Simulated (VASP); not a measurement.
# NbCd3 (Pm-3m) in VASP: notebook

The runs below take NbCd3 through single point, relaxation of cell and atoms, with LDA.

Everything below comes from runs of VASP 6.6.1. Logs are shortened: lines on timing, memory, paths and dates and some standing lists are left out, and cuts for length are marked.

### 1 The cell of the first run

It takes space group Pm-3m (No. 221, cubic). Conventional cell: a = 4.184 Å, b = 4.184 Å, c = 4.184 Å, α = 90.00°, β = 90.00°, γ = 90.00°. Within 3.9 Å of Nb (site symmetry m-3m) lie 12 Cd at 2.96 Å. Cd (site symmetry 4/mmm) has 4 Nb at 2.96 Å and 8 Cd at 2.96 Å within 3.9 Å.

### 2 Single point, LDA

The input, INCAR:

```
ALGO = Fast
EDIFF = 1E-6
ENCUT = 520
ISIF = 2
ISMEAR = 0
LASPH = T
LCHARG = F
LREAL = F
LWAVE = F
NBANDS = 32
NELM = 100
PREC = Accurate
SIGMA = 0.1
```

The input, KPOINTS:

```
k-points
0
Gamma
  10 10 10
```

The input, POSCAR:

```
NbCd3
1.0
    4.1843457878      0.0000000000      0.0000000000
    0.0000000000      4.1843457878      0.0000000000
    0.0000000000      0.0000000000      4.1843457878
Nb Cd
1 3
Direct
    0.0000000000      0.0000000000      0.0000000000
    0.0000000000      0.5000000000      0.5000000000
    0.5000000000      0.0000000000      0.5000000000
    0.5000000000      0.5000000000      0.0000000000
```

Potentials or basis: VASP PAW LDA potentials, release 64 (Nb_sv, Cd).

Launch:

```sh
cat potpaw_LDA.64/Nb_sv/POTCAR potpaw_LDA.64/Cd/POTCAR > POTCAR
mpirun -np 1 vasp_std > vasp.out
```

OUTCAR:

```text
EDIFF = 1E-6
   ENCUT = 520
   ISIF = 2
   ISMEAR = 0
   LASPH = T
   LREAL = F
   NELM = 100
   PREC = Accurate

 ion  position               nearest neighbor table
   1  0.000  0.000  0.000-   2 2.96   3 2.96   4 2.96   2 2.96   3 2.96   2 2.96   4 2.96   2 2.96
                             3 2.96   4 2.96   3 2.96   4 2.96
   2  0.000  0.500  0.500-   1 2.96   3 2.96   4 2.96   1 2.96   4 2.96   1 2.96   3 2.96   1 2.96
                             3 2.96   4 2.96   4 2.96   3 2.96
   3  0.500  0.000  0.500-   1 2.96   2 2.96   4 2.96   1 2.96   4 2.96   2 2.96   4 2.96   4 2.96
                             1 2.96   2 2.96   1 2.96   2 2.96
   4  0.500  0.500  0.000-   1 2.96   2 2.96   3 2.96   2 2.96   3 2.96   1 2.96   3 2.96   3 2.96
                             1 2.96   2 2.96   2 2.96   1 2.96

  LATTYP: Found a simple cubic cell.
 ALAT       =     4.1843457878

  Lattice vectors:

 A1 = (   4.1843457878,   0.0000000000,   0.0000000000)
 A2 = (   0.0000000000,   4.1843457878,   0.0000000000)
 A3 = (   0.0000000000,   0.0000000000,   4.1843457878)

Analysis of symmetry for initial positions (statically):
=====================================================================
 Subroutine PRICEL returns:
 Original cell was already a primitive cell.

 Routine SETGRP: Setting up the symmetry group for a
 simple cubic supercell.

 Subroutine GETGRP returns: Found 48 space group operations
 (whereof 48 operations were pure point group operations)
 out of a pool of 48 trial point group operations.

The static configuration has the point symmetry O_h .

Analysis of symmetry for dynamics (positions and initial velocities):
=====================================================================
 Subroutine PRICEL returns:
 Original cell was already a primitive cell.

 Routine SETGRP: Setting up the symmetry group for a
 simple cubic supercell.

 Subroutine GETGRP returns: Found 48 space group operations
 (whereof 48 operations were pure point group operations)
 out of a pool of 48 trial point group operations.

The dynamic configuration has the point symmetry O_h .

 Subroutine INISYM returns: Found 48 space group operations
 (whereof 48 operations are pure point group operations),
 and found     1 'primitive' translations

----------------------------------------------------------------------------------------

                                     Primitive cell

  volume of cell :      73.2627
[... 93 lines left out ...]
   EDIFF  = 0.1E-05   stopping-criterion for ELM
   LREAL  =      F    real-space projection
   EDIFFG = 0.1E-04   stopping-criterion for IOM
   NSW    =      0    number of steps for IOM
   IBRION =     -1    ionic relax: 0-MD 1-quasi-New 2-CG
   NFREE  =      0    steps in history (QN), initial steepest desc. (CG)
   ISIF   =      2    stress and relaxation
   ISYM   =      2    0-nonsym 1-usesym 2-fastsym
   POTIM  = 0.5000    time-step for ionic-motion
   TEBEG  =    0.0;   TEEND  =   0.0 temperature during run
   PSTRESS=    0.0 pullay stress
   NELECT =      49.0000    total number of electrons
   NUPDOWN=      -1.0000    fix difference up-down
   EMIN   =  10.00;   EMAX   =-10.00  energy-range for DOS
   EFERMI =   0.00;   METHOD = LEGACY
   ISMEAR =     0;   SIGMA  =   0.10  broadening in eV -4-tet -1-fermi 0-gaus
   EFERMI_NEDOS =   21; number of points for ismear=-14 and -15
   IALGO  =     68    algorithm
   IMIX   =      4    mixing-type and parameters
     AMIX     =   0.40;   BMIX     =  1.00
     AMIX_MAG =   1.60;   BMIX_MAG =  1.00
  volume/ion in A,a.u.               =      18.32       123.60
  Fermi-wavevector in a.u.,A,eV,Ry     =   1.431680  2.705483 27.887965  2.049708
  Thomas-Fermi vector in A             =   2.551390
   LORBIT       =      0    0 simple, 1 ext, 2 COOP (PROOUT), +10 PAW based schemes
   GGA     = CA    functional components
   LHFCALC =     F    Hartree Fock is set to
   AEXX    =    0.0000 exact exchange contribution
   IVDW    =     0    specifies the selected vdW correction
   LEPSILON=     F    determine dielectric tensor
   LRPA    =     F    only Hartree local field effects (RPA)
 non-spin polarized calculation
 RMM-DIIS sequential band-by-band and
 Gauss-broadening in eV      SIGMA  =   0.10
  energy-cutoff  :      520.00
  volume of cell :       73.26
 maximum number of plane-waves:      2000
 NGX is ok and might be reduce to    32
   NGX = 15   NGY = 15   NGZ = 15

 number of electron      49.0000042 magnetization

 Free energy of the ion-electron system (eV)
  ---------------------------------------------------
  ext. energy  EPLUGINS =         0.00000000
  ---------------------------------------------------
  free energy    TOTEN  =       -15.49305064 eV

  energy without entropy =      -15.48611257  energy(sigma->0) =      -15.48958160

 E-fermi :   5.2292     XC(G=0): -12.3799

 val. band max:        5.1813678967   @ k =   0.1000   0.1000   0.0000
 cond. band min:       5.2647426187   @ k =   0.3000   0.3000   0.1000
 fundamental gap:      0.0833747220
 Fermi energy:         5.2292097615

 k-point     1 :       0.0000    0.0000    0.0000
  band No.  band energies     occupation
      1     -49.2753      2.00000
      2     -25.5077      2.00000
      3     -25.5077      2.00000
      4     -25.5077      2.00000
      5      -4.5613      2.00000
      6      -4.3053      2.00000
[... 829 lines left out ...]
     31      12.0513      0.00000
     32      12.4727      0.00000

 [... further k-points ...]

------------------------ aborting loop because EDIFF is reached ----------------------------------------

  FORCE on cell =-STRESS in cart. coord.  units (eV):
  Direction    XX          YY          ZZ          XY          YZ          ZX
  --------------------------------------------------------------------------------------
  -------------------------------------------------------------------------------------
  Total        0.4482172      0.4482172      0.4482172      0.0000000     -0.0000000      0.0000000
  in kB        9.8020391      9.8020391      9.8020391      0.0000000     -0.0000000      0.0000000
  external PRESSURE =       9.8020391 kB  Pullay stress =       0.0000000 kB

 VOLUME and BASIS-vectors are now :
 -----------------------------------------------------------------------------
  energy-cutoff  :      520.00
  volume of cell :       73.26
      direct lattice vectors                 reciprocal lattice vectors
     4.184345788  0.000000000  0.000000000     0.238985985  0.000000000  0.000000000
     0.000000000  4.184345788  0.000000000     0.000000000  0.238985985  0.000000000
     0.000000000  0.000000000  4.184345788     0.000000000  0.000000000  0.238985985

 POSITION                                       TOTAL-FORCE (eV/Angst)
 -----------------------------------------------------------------------------------
      0.00000      0.00000      0.00000         0.000000      0.000000      0.000000
      0.00000      2.09217      2.09217         0.000000      0.000000      0.000000
      2.09217      0.00000      2.09217         0.000000      0.000000      0.000000
      2.09217      2.09217      0.00000         0.000000      0.000000      0.000000
 -----------------------------------------------------------------------------------
    total drift:                                0.000000     -0.000000     -0.000000

  FREE ENERGIE OF THE ION-ELECTRON SYSTEM (eV)
  ---------------------------------------------------
  free  energy   TOTEN  =       -15.4930506387 eV

  energy  without entropy=      -15.4861125671  energy(sigma->0) =      -15.48958160
```

OSZICAR:

```text
N       E                     dE             d eps       ncg     rms          rms(c)
DAV:   1     0.488536410305E+03    0.48854E+03   -0.26016E+04  3584   0.159E+03
DAV:   2     0.363095833467E+01   -0.48491E+03   -0.46839E+03  3976   0.514E+02
DAV:   3    -0.155695850811E+02   -0.19201E+02   -0.18612E+02  5088   0.102E+02
DAV:   4    -0.163612707046E+02   -0.79169E+00   -0.78834E+00  5240   0.166E+01
DAV:   5    -0.163785380430E+02   -0.17267E-01   -0.17261E-01  5080   0.219E+00    0.105E+01
RMM:   6    -0.156068055821E+02    0.77173E+00   -0.16057E+00  4162   0.984E+00    0.659E+00
RMM:   7    -0.154995511614E+02    0.10725E+00   -0.39653E-01  4315   0.350E+00    0.338E+00
RMM:   8    -0.154931195638E+02    0.64316E-02   -0.10655E-01  4947   0.241E+00    0.508E-01
RMM:   9    -0.154924302802E+02    0.68928E-03   -0.17914E-02  4800   0.122E+00    0.188E-01
RMM:  10    -0.154927668472E+02   -0.33657E-03   -0.61282E-03  5035   0.587E-01    0.664E-02
RMM:  11    -0.154929188395E+02   -0.15199E-03   -0.19586E-03  5461   0.294E-01    0.397E-02
RMM:  12    -0.154929893560E+02   -0.70516E-04   -0.68059E-04  5872   0.123E-01    0.162E-02
RMM:  13    -0.154930212593E+02   -0.31903E-04   -0.28662E-04  5888   0.694E-02    0.178E-02
RMM:  14    -0.154930368157E+02   -0.15556E-04   -0.13475E-04  5113   0.407E-02    0.163E-02
RMM:  15    -0.154930458689E+02   -0.90532E-05   -0.74814E-05  4634   0.323E-02    0.316E-02
RMM:  16    -0.154930483982E+02   -0.25294E-05   -0.31169E-05  4412   0.273E-02    0.207E-02
RMM:  17    -0.154930497394E+02   -0.13412E-05   -0.17910E-05  4213   0.210E-02    0.991E-03
RMM:  18    -0.154930506387E+02   -0.89931E-06   -0.91196E-06  3344   0.140E-02
   1 F= -.15493051E+02 E0= -.15489582E+02  d E =-.693807E-02
```

Run time: 79 s. Hardware: 1 thread of AMD EPYC 9R45 (Zen 5), shared host; peak memory 0.2 GiB.

What came out:

```yaml
Free_energy: -15.4931 eV
Pressure: 1.0 GPa
```

(Continued in part 2 of 2.)
